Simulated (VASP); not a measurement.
Here is a VASP 6.6.1 calculation.

INCAR

```
SYSTEM = ZrTi3O8
ALGO     = Normal         ! electronic algorithm
EDIFF    = 1E-7           ! SCF threshold, eV
ENCUT    = 520            ! plane-wave cutoff, eV
GGA      = PE             ! functional
ISIF     = 2              ! what is computed and relaxed
ISMEAR   = 0              ! smearing method
LASPH    = .TRUE.         ! aspherical terms in the spheres
LCHARG   = .TRUE.         ! write CHGCAR
LELF     = .TRUE.         ! ELF
LREAL    = .FALSE.        ! projectors in reciprocal space
LVHAR    = .TRUE.       
LWAVE    = .FALSE.        ! write WAVECAR
NBANDS   = 60             ! bands
NELM     = 60             ! most SCF steps
PREC     = Accurate       ! precision mode
SIGMA    = 0.02           ! smearing width, eV
```

Contents of KPOINTS:

```
k-points
0
G
  6 6 6
  0 0 0
```

POSCAR

```
ZrTi3O8
1.0
    4.9093609528      0.0000000000      0.0000000000
    0.0000000000      4.9093609528      0.0000000000
    0.0000000000      0.0000000000      4.9093609528
Zr Ti O
1 3 8
Direct
    0.5000000000      0.5000000000      0.5000000000
    0.0000000000      0.0000000000      0.5000000000
    0.5000000000      0.0000000000      0.0000000000
    0.0000000000      0.5000000000      0.0000000000
    0.2451373822      0.2451373822      0.7548626178
    0.7548626178      0.2451373822      0.2451373822
    0.2451373822      0.7548626178      0.2451373822
    0.7548626178      0.7548626178      0.7548626178
    0.7548626178      0.7548626178      0.2451373822
    0.2451373822      0.7548626178      0.7548626178
    0.7548626178      0.2451373822      0.7548626178
    0.2451373822      0.2451373822      0.2451373822
```

Potentials or basis: VASP PAW PBE potentials, release 64 (Zr_sv, Ti_sv, O).

The run is started by

```bash
$ cat potpaw_PBE.64/Zr_sv/POTCAR potpaw_PBE.64/Ti_sv/POTCAR potpaw_PBE.64/O/POTCAR > POTCAR
$ mpirun -np 1 vasp_std > vasp.out
```

Q: Predict the largest force.

A: 0.010 eV/Å.

Q: What does it give for the pressure?

A: 0.7 GPa.

Q: What does it give for the band gap on the k mesh?

A: 1.25 eV.

Forces in eV/Å, atoms in the order of the input:
```
Zr   0.000  0.000  0.000
Ti   0.000  0.000  0.000
Ti   0.000  0.000  0.000
Ti   0.000  0.000  0.000
O    0.006  0.006 -0.006
O   -0.006  0.006  0.006
O    0.006 -0.006  0.006
O   -0.006 -0.006 -0.006
O   -0.006 -0.006  0.006
O    0.006 -0.006 -0.006
O   -0.006  0.006 -0.006
O    0.006  0.006  0.006
```

A k mesh can miss the band edges.
